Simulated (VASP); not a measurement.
Input of a VASP 6.6.1 run:

The input INCAR:

```
SYSTEM = TeO
  PREC = Accurate
  ENCUT = 600
  EDIFF = 1E-7
  ISMEAR = 0
  SIGMA = 0.1
  LREAL = .FALSE.
  LASPH = .TRUE.
  NELM = 120
  ALGO = Normal
  ISIF = 3
  LWAVE = .FALSE.
  LCHARG = .FALSE.
  GGA = PE
  IBRION = 2
  NSW = 100
  EDIFFG = -0.01
  GGA_COMPAT = .FALSE.
  NELMIN = 4
```

KPOINTS

```
Automatic mesh
0
G
  15 15 8
  0 0 0
```

POSCAR

```
TeO
1.0
    3.8826044500      0.0000000000      0.0000000000
   -1.9413022200      3.3624340900      0.0000000000
    0.0000000000      0.0000000000      5.5465782200
Te O
2 2
Direct
    0.0000000000      0.0000000000      0.0000000000
    0.0000000000      0.0000000000      0.5000000000
    0.3333333300      0.6666666700      0.2500000000
    0.6666666700      0.3333333300      0.7500000000
```

Potentials or basis: VASP PAW PBE potentials, release 64 (Te, O).

The run is started by

```bash
$ cat potpaw_PBE.64/Te/POTCAR potpaw_PBE.64/O/POTCAR > POTCAR
$ mpirun -np 1 vasp_std > vasp.out
```

(1) Estimate the relaxed volume.

(2) Predict the band gap on the k mesh.

(3) Predict the relaxed cell.

## Answers

(1) 18.08 Å³/atom.

(2) zero (band 12 reaches 7.88 eV, above the bottom of band 13 at 7.02 eV).

(3) a = 3.771 Å, b = 3.771 Å, c = 5.871 Å, α = 90.00°, β = 90.00°, γ = 120.00°.

Caveat: spin-orbit coupling is left out, which moves the levels of the heavy elements.
